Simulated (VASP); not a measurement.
# C (Imma) in VASP: a series of runs

C is run at these levels: PBE; tasks: single point.

All numbers are computed with VASP 6.6.1; they aren't measurements. Logs are shortened: lines on timing, memory, paths and dates and some standing lists are left out, and cuts for length are marked.

## 1. The cell of the first run

The structure is orthorhombic, space group Imma (No. 74). The conventional cell has a = 2.484 Å, b = 2.560 Å, c = 3.567 Å, α = 90.00°, β = 90.00°, γ = 90.00°. C (site symmetry mm2) has 4 C at 1.53 to 1.56 Å within 2.0 Å.

## 2. Single point, PBE (xy shear strain of -3 %)

Contents of INCAR:

```
SYSTEM = C
ALGO = Normal ; EDIFF = 1E-7
ENCUT = 520 ; GGA = PE
ISIF = 2 ; ISMEAR = -1
LASPH = .TRUE. ; LCHARG = .TRUE.
LELF = .TRUE. ; LREAL = .FALSE.
LVHAR = .TRUE. ; LWAVE = .FALSE.
NBANDS = 11 ; NELM = 100
PREC = Accurate ; SIGMA = 0.03
```

Contents of KPOINTS:

```
k-points
0
G
  16 16 16
  0 0 0
```

Contents of POSCAR:

```
C
1.0
   -0.0267510000      1.7834000000      1.7834000000
    1.7834000000     -0.0267510000      1.7834000000
    1.7566490000      1.7566490000      0.0000000000
C
2
Direct
    0.5000000000      0.5000000000      0.5000000000
    0.7500000000      0.7500000000      0.7500000000
```

Potentials or basis: VASP PAW PBE potentials, release 64 (C).

Command:

```
$ cat potpaw_PBE.64/C/POTCAR > POTCAR
$ mpirun -np 1 vasp_std > vasp.out
```

OUTCAR:

```text
SYSTEM = C
   EDIFF = 1E-7
   ENCUT = 520
   GGA = PE
   ISIF = 2
   ISMEAR = -1
   LASPH = .TRUE.
   LREAL = .FALSE.
   NELM = 100
   PREC = Accurate

 ion  position               nearest neighbor table
   1  0.500  0.500  0.500-   2 1.53   2 1.53   2 1.56   2 1.56
   2  0.750  0.750  0.750-   1 1.53   1 1.53   1 1.56   1 1.56

  LATTYP: Found a body centered orthorhombic cell.
 ALAT       =     2.4842768401
 B/A-ratio  =     1.0304568528
 C/A-ratio  =     1.4357498095

  Lattice vectors:

 A1 = (   0.0267510000,  -1.7834000000,  -1.7834000000)
 A2 = (  -0.0267510000,   1.7834000000,  -1.7834000000)
 A3 = (   1.7834000000,  -0.0267510000,   1.7834000000)

Analysis of symmetry for initial positions (statically):
=====================================================================
 Subroutine PRICEL returns:
 Original cell was already a primitive cell.

 Routine SETGRP: Setting up the symmetry group for a
 body centered orthorhombic supercell.

 Subroutine GETGRP returns: Found  8 space group operations
 (whereof  4 operations were pure point group operations)
 out of a pool of  8 trial point group operations.

The static configuration has the point symmetry C_2v.
 The point group associated with its full space group is D_2h.

Analysis of symmetry for dynamics (positions and initial velocities):
=====================================================================
 Subroutine PRICEL returns:
 Original cell was already a primitive cell.

 Routine SETGRP: Setting up the symmetry group for a
 body centered orthorhombic supercell.

 Subroutine GETGRP returns: Found  8 space group operations
 (whereof  4 operations were pure point group operations)
 out of a pool of  8 trial point group operations.

The dynamic configuration has the point symmetry C_2v.
 The point group associated with its full space group is D_2h.

 Subroutine INISYM returns: Found  8 space group operations
 (whereof  4 operations are pure point group operations),
 and found     1 'primitive' translations

----------------------------------------------------------------------------------------

                                     Primitive cell

  volume of cell :      11.3417

  direct lattice vectors                    reciprocal lattice vectors
    -0.026751000  1.783400000  1.783400000    -0.276220050  0.276220050  0.280363351
     1.783400000 -0.026751000  1.783400000     0.276220050 -0.276220050  0.280363351
     1.756649000  1.756649000  0.000000000     0.284632844  0.284632844 -0.280363351

  length of vectors
     2.522250332  2.522250332  2.484276840     0.480831198  0.480831198  0.490545941

  position of ions in fractional coordinates (direct lattice)
     0.500000000  0.500000000  0.500000000
     0.750000000  0.750000000  0.750000000

  ion indices of the primitive-cell ions
   primitive index   ion index
                 1           1
                 2           2

----------------------------------------------------------------------------------------

 KPOINTS: k-points

Automatic generation of k-mesh.
 Grid dimensions read from file:
 generate k-points for:   16   16   16

 Generating k-lattice:

  Cartesian coordinates                     Fractional coordinates (reciprocal lattice)
    -0.017263753  0.017263753  0.017522709     0.062500000 -0.000000000  0.000000000
     0.017263753 -0.017263753  0.017522709    -0.000000000  0.062500000  0.000000000
     0.017789553  0.017789553 -0.017522709     0.000000000  0.000000000  0.062500000

  Length of vectors
     0.030051950  0.030051950  0.030659121

  Shift w.r.t. Gamma in fractional coordinates (k-lattice)
     0.000000000  0.000000000  0.000000000

 Subroutine IBZKPT returns following result:
 ===========================================

 Found    621 irreducible k-points:

 Following reciprocal coordinates:
            Coordinates               Weight
  0.000000  0.000000  0.000000      1.000000
  0.062500  0.000000  0.000000      4.000000
  0.125000  0.000000  0.000000      4.000000
  0.187500  0.000000  0.000000      4.000000
  0.250000  0.000000  0.000000      4.000000
  0.312500 -0.000000  0.000000      4.000000
[... 16 lines left out ...]
 -0.125000  0.062500  0.000000      4.000000
 -0.062500  0.062500  0.000000      2.000000
 [... further k-points ...]
   k-points           NKPTS =    621   k-points in BZ     NKDIM =    621   number of bands    NBANDS=     11
   number of dos      NEDOS =    301   number of ions     NIONS =      2
   total plane-waves  NPLWV =   7200
   dimension x,y,z NGX =    20 NGY =   20 NGZ =   18
   dimension x,y,z NGXF=    40 NGYF=   40 NGZF=   36
   ions per type =               2
   NGX,Y,Z   is equivalent  to a cutoff of  13.18, 13.18, 12.05 a.u.
   NGXF,Y,Z  is equivalent  to a cutoff of  26.36, 26.36, 24.09 a.u.
 SYSTEM =  C
   PREC   = accura    normal or accurate (medium, high low for compatibility)
   ISTART =      0    job   : 0-new  1-cont  2-samecut
   ICHARG =      2    charge: 1-file 2-atom 10-const
   ISPIN  =      1    spin polarized calculation?
   LNONCOLLINEAR =      F non collinear calculations
   LSORBIT =      F    spin-orbit coupling
   LASPH  =      T    aspherical Exc in radial PAW
   ENCUT  =  520.0 eV  38.22 Ry    6.18 a.u.   4.69  4.69  4.62*2*pi/ulx,y,z
   NELM   =    100;   NELMIN=  2; NELMDL= -5     # of ELM steps
   EDIFF  = 0.1E-06   stopping-criterion for ELM
   LREAL  =      F    real-space projection
   EDIFFG = 0.1E-05   stopping-criterion for IOM
   NSW    =      0    number of steps for IOM
   IBRION =     -1    ionic relax: 0-MD 1-quasi-New 2-CG
   NFREE  =      0    steps in history (QN), initial steepest desc. (CG)
   ISIF   =      2    stress and relaxation
   ISYM   =      2    0-nonsym 1-usesym 2-fastsym
   POTIM  = 0.5000    time-step for ionic-motion
   TEBEG  =    0.0;   TEEND  =   0.0 temperature during run
   PSTRESS=    0.0 pullay stress
   NELECT =       8.0000    total number of electrons
   NUPDOWN=      -1.0000    fix difference up-down
   EMIN   =  10.00;   EMAX   =-10.00  energy-range for DOS
   EFERMI =   0.00;   METHOD = LEGACY
   ISMEAR =    -1;   SIGMA  =   0.03  broadening in eV -4-tet -1-fermi 0-gaus
   EFERMI_NEDOS =   21; number of points for ismear=-14 and -15
   IALGO  =     38    algorithm
   IMIX   =      4    mixing-type and parameters
     AMIX     =   0.40;   BMIX     =  1.00
     AMIX_MAG =   1.60;   BMIX_MAG =  1.00
  volume/ion in A,a.u.               =       5.67        38.27
  Fermi-wavevector in a.u.,A,eV,Ry     =   1.457288  2.753874 28.894523  2.123688
  Thomas-Fermi vector in A             =   2.574107
   LORBIT       =      0    0 simple, 1 ext, 2 COOP (PROOUT), +10 PAW based schemes
   GGA     = PE    functional components
   LHFCALC =     F    Hartree Fock is set to
   AEXX    =    0.0000 exact exchange contribution
   IVDW    =     0    specifies the selected vdW correction
   LEPSILON=     F    determine dielectric tensor
   LRPA    =     F    only Hartree local field effects (RPA)
 non-spin polarized calculation
  energy-cutoff  :      520.00
  volume of cell :       11.34
 maximum number of plane-waves:       319
   NGX =  9   NGY =  9   NGZ =  9

 number of electron       8.0000001 magnetization

 Free energy of the ion-electron system (eV)
  ---------------------------------------------------
  ext. energy  EPLUGINS =         0.00000000
  ---------------------------------------------------
  free energy    TOTEN  =       -18.16706381 eV

  energy without entropy =      -18.16706381  energy(sigma->0) =      -18.16706381

 E-fermi :  10.3566     XC(G=0): -13.2516

 val. band max:        9.7414245004   @ k =   0.0000   0.0000   0.0000
 cond. band min:      13.7659493485   @ k =   0.3750   0.3750   0.0000
 fundamental gap:      4.0245248481
 Fermi energy:        10.3566420637

 k-point     1 :       0.0000    0.0000    0.0000
  band No.  band energies     occupation
      1     -11.7503      2.00000
      2       9.7156      2.00000
      3       9.7325      2.00000
      4       9.7414      2.00000
      5      14.8714      0.00000
      6      15.2714      0.00000
      7      15.7827      0.00000
      8      23.1334      0.00000
      9      29.0439      0.00000
     10      36.2696      0.00000
     11      36.2951      0.00000

 k-point     2 :       0.0625    0.0000    0.0000
  band No.  band energies     occupation
      1     -11.6443      2.00000
      2       8.9366      2.00000
      3       9.5453      2.00000
      4       9.5682      2.00000
      5      15.2529      0.00000
      6      15.6645      0.00000
      7      16.0093      0.00000
      8      23.2137      0.00000
      9      29.2188      0.00000
     10      34.6740      0.00000
     11      34.9218      0.00000

 k-point     3 :       0.1250    0.0000    0.0000
  band No.  band energies     occupation
      1     -11.3272      2.00000
      2       7.1888      2.00000
      3       9.1118      2.00000
      4       9.1359      2.00000
      5      15.9016      0.00000
      6      16.5750      0.00000
      7      16.6105      0.00000
      8      23.4557      0.00000
      9      29.6618      0.00000
     10      33.1957      0.00000
     11      33.5465      0.00000

 k-point     4 :       0.1875    0.0000    0.0000
  band No.  band energies     occupation
      1     -10.8016      2.00000
      2       5.1204      2.00000
      3       8.5877      2.00000
      4       8.6025      2.00000
      5      16.6076      0.00000
      6      17.2536      0.00000
      7      17.5028      0.00000
      8      23.8462      0.00000
      9      30.1426      0.00000
     10      32.3015      0.00000
     11      32.7360      0.00000

 k-point     5 :       0.2500    0.0000    0.0000
  band No.  band energies     occupation
      1     -10.0727      2.00000
      2       2.9853      2.00000
      3       8.0833      2.00000
      4       8.0860      2.00000
      5      17.2133      0.00000
      6      17.8455      0.00000
      7      18.1589      0.00000
      8      24.3288      0.00000
      9      30.4419      0.00000
     10      32.0833      0.00000
     11      32.5944      0.00000
[... 211 lines left out ...]
 k-point    21 :      -0.2500    0.0625    0.0000
  band No.  band energies     occupation
      1      -9.7062      2.00000
      2       2.3783      2.00000
      3       6.9765      2.00000
      4       8.1980      2.00000
      5      17.7599      0.00000
      6      17.9906      0.00000
      7      18.6020      0.00000
      8      24.3453      0.00000
      9      30.5563      0.00000
     10      31.4784      0.00000
     11      32.9831      0.00000

 k-point    22 :      -0.1875    0.0625    0.0000
  band No.  band energies     occupation
      1     -10.4970      2.00000
      2       4.4884      2.00000
      3       7.3853      2.00000
      4       8.7364      2.00000
      5      17.1528      0.00000
      6      17.4632      0.00000
      7      18.0938      0.00000
      8      23.8900      0.00000
      9      30.3497      0.00000
     10      31.4114      0.00000
     11      32.7783      0.00000

 k-point    23 :      -0.1250    0.0625    0.0000
  band No.  band energies     occupation
      1     -11.0875      2.00000
      2       6.5598      2.00000
      3       7.9029      2.00000
      4       9.2352      2.00000
      5      16.5160      0.00000
      6      16.6904      0.00000
      7      17.3577      0.00000
      8      23.5408      0.00000
      9      29.9411      0.00000
     10      32.0242      0.00000
     11      33.1767      0.00000

 k-point    24 :      -0.0625    0.0625    0.0000
  band No.  band energies     occupation
      1     -11.4710      2.00000
      2       8.3045      2.00000
      3       8.5572      2.00000
      4       9.5597      2.00000
      5      15.8364      0.00000
      6      16.0640      0.00000
      7      16.4604      0.00000
      8      23.3167      0.00000
      9      29.4798      0.00000
     10      33.2340      0.00000
     11      34.1291      0.00000

 [... further k-points ...]
[... 5 lines left out ...]
  --------------------------------------------------------------------------------------
  -------------------------------------------------------------------------------------
  Total        0.2191341      0.2191341      0.1815721      1.2110849      0.0000000      0.0000000
  in kB       30.9557961     30.9557961     25.6496336    171.0829089      0.0000000      0.0000000
  external PRESSURE =      29.1870753 kB  Pullay stress =       0.0000000 kB

 VOLUME and BASIS-vectors are now :
 -----------------------------------------------------------------------------
  energy-cutoff  :      520.00
  volume of cell :       11.34
      direct lattice vectors                 reciprocal lattice vectors
    -0.026751000  1.783400000  1.783400000    -0.276220050  0.276220050  0.280363351
     1.783400000 -0.026751000  1.783400000     0.276220050 -0.276220050  0.280363351
     1.756649000  1.756649000  0.000000000     0.284632844  0.284632844 -0.280363351

 POSITION                                       TOTAL-FORCE (eV/Angst)
 -----------------------------------------------------------------------------------
      1.75665      1.75665      1.78340        -0.000000     -0.000000     -0.096486
      2.63497      2.63497      2.67510         0.000000      0.000000      0.096486
 -----------------------------------------------------------------------------------
    total drift:                                0.000000     -0.000000      0.000000

  FREE ENERGIE OF THE ION-ELECTRON SYSTEM (eV)
  ---------------------------------------------------
  free  energy   TOTEN  =       -18.1670638062 eV

  energy  without entropy=      -18.1670638062  energy(sigma->0) =      -18.16706381
```

It took 45 s on 1 thread of Intel Xeon Platinum 8488C (Sapphire Rapids), shared host; peak memory 0.17 GiB.

Results:

| Property | Result |
| --- | --- |
| Free energy | -18.1671 eV |
| Pressure | 2.9 GPa |
| Largest force | 0.096 eV/Å |
| Band gap on the k mesh | 4.02 eV (least direct gap 5.13 eV) |

Forces in eV/Å, atoms in the order of the input:
```
C    0.000  0.000 -0.096
C    0.000  0.000  0.096
```

Levels at points of the mesh, in eV from the valence-band top:
```csv
k point,band 2,band 3,band 4,band 5,band 6,band 7
"(0.00, 0.00, 0.00)",-0.03,-0.01,0.00,5.13,5.53,6.04
"(0.50, 0.00, 0.00)",-13.37,-2.70,-2.64,8.18,8.79,9.30
"(0.50, 0.50, 0.00)",-12.61,-6.61,-6.00,4.17,5.35,16.78
"(0.00, 0.00, 0.50)",-13.40,-2.98,-2.90,8.13,8.25,8.86
"(0.50, 0.00, 0.50)",-12.78,-6.30,-6.30,4.75,4.75,16.75
```

Caveat: the cell differs from its parent crystal (xy shear strain of -3 %).

[end of part 1 of 2]
